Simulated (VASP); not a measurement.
Here is a VASP 6.6.1 calculation.

The input INCAR:

```
SYSTEM = Be5Te
PREC = Accurate ; ENCUT = 520
EDIFF = 1E-7 ; ISMEAR = 0
SIGMA = 0.02 ; LREAL = .FALSE.
LASPH = .TRUE. ; NELM = 80
ALGO = Normal ; ISIF = 2
LWAVE = .FALSE. ; LCHARG = .FALSE.
GGA = PE ; NBANDS = 28
```

KPOINTS

```
regular mesh
0
G
  12 12 4
  0 0 0
```

The input POSCAR:

```
Be5Te
1.0
    4.0126790510      0.0000000000      0.0000000000
   -2.0063395255      3.4750819954      0.0000000000
    0.0000000000      0.0000000000     13.9197496785
Be Te
10 2
Direct
    0.3333333333      0.6666666667      0.0190658967
    0.3331585193      0.3250880416      0.8894767445
    0.0000000000      0.0000000000      0.0204120275
    0.9919295223      0.6668414807      0.8894767445
    0.6666666667      0.3333333333      0.0202885142
    0.8555045069      0.6666472005      0.1484323695
    0.3333527995      0.1888573064      0.1484323695
    0.8111426936      0.1444954931      0.1484323695
    0.6749119584      0.0080704777      0.8894767445
    0.3333333333      0.6666666667      0.5757429223
    0.6666666667      0.3333333333      0.5609186842
    0.3333333333      0.6666666667      0.2638446129
```

Potentials or basis: VASP PAW PBE potentials, release 64 (Be, Te).

The run is started by

```console
$ cat potpaw_PBE.64/Be/POTCAR potpaw_PBE.64/Te/POTCAR > POTCAR
$ mpirun -np 1 vasp_std > vasp.out
```

Task: Estimate the band gap on the k mesh.

Result: 0.18 eV (least direct gap 0.52 eV).

Task: What does it give for the pressure?

Result: 0.1 GPa.

Forces in eV/Å, atoms in the order of the input:
```
Be   0.000  0.000  0.007
Be  -0.001  0.001 -0.007
Be   0.000  0.000 -0.007
Be   0.001  0.000 -0.007
Be   0.000  0.000 -0.007
Be  -0.003  0.000 -0.004
Be   0.002 -0.002 -0.004
Be   0.001  0.002 -0.004
Be   0.000 -0.001 -0.007
Be   0.000  0.000  0.003
Te   0.000  0.000 -0.003
Te   0.000  0.000  0.038
```

Caveat: spin-orbit coupling is left out, which moves the levels of the heavy elements. A k mesh can miss the band edges.
